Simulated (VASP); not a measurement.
Crystal: In2GaP3.

```xyz
6
Lattice="-1.9696 1.9696 8.3562 1.9696 -1.9696 8.3562 1.9696 1.9696 -8.3562" Properties=species:S:1:pos:R:3 pbc="T T T"
In    0.0000    0.0000   13.9271
In    0.0000    0.0000    2.7854
Ga    0.0000    0.0000    8.3562
P     0.0000    0.0000    0.0000
P     0.0000    0.0000   11.1417
P     0.0000    0.0000    5.5708
```

```yaml
Program: VASP 6.6.1
Task: relaxation of cell and atoms
Functional: PBE
Potentials_or_basis: VASP PAW PBE potentials, release 64 (In_d, Ga_d, P)
Cutoff: 600 eV
k_mesh: 6 × 6 × 6
Occupations: gaussian, width 0.1 eV
Spin: no spin polarisation
```

At the start: pressure -4.8 GPa; volume 21.61 Å³/atom.

Task: Where does the relaxation end?

Result: Over 10 steps the energy falls by 30.5 meV/atom and the volume is 20.05 Å³/atom (-7.2 %); space group I4/mmm (No. 139, to 0.1 Å) before and after.

The path:
| step | energy change (eV) | largest force (eV/Å) | pressure (GPa) | volume (Å³) |
| --- | --- | --- | --- | --- |
| 1 | 0.0000 | 0.2898 | -4.76 | 129.66 |
| 2 | -0.1476 | 0.3683 | 1.59 | 118.00 |
| 3 | -0.1567 | 0.3556 | 0.24 | 120.10 |
| 4 | -0.1567 | 0.3544 | 0.06 | 120.28 |
| 5 | -0.1680 | 0.2633 | 0.03 | 120.22 |
| 6 | -0.1802 | 0.0976 | 0.08 | 120.07 |
| 7 | -0.1802 | 0.1042 | 0.08 | 120.06 |
| 8 | -0.1816 | 0.0684 | -0.09 | 120.29 |
| 9 | -0.1821 | 0.0170 | -0.33 | 120.65 |
| 10 | -0.1827 | 0.0084 | -0.16 | 120.30 |

Final structure:
```
In Ga P
1.0
    -1.92454    1.92454    8.12002
     1.92454   -1.92454    8.12002
     1.92454    1.92454   -8.12002
In Ga P
2 1 3
Direct
  0.83350 0.83350 0.00000
  0.16650 0.16650 0.00000
  0.50000 0.50000 0.00000
  0.00000 0.00000 0.00000
  0.66137 0.66137 0.00000
  0.33863 0.33863 0.00000
```

Caveat: spin-orbit coupling is left out, which moves the levels of the heavy elements.
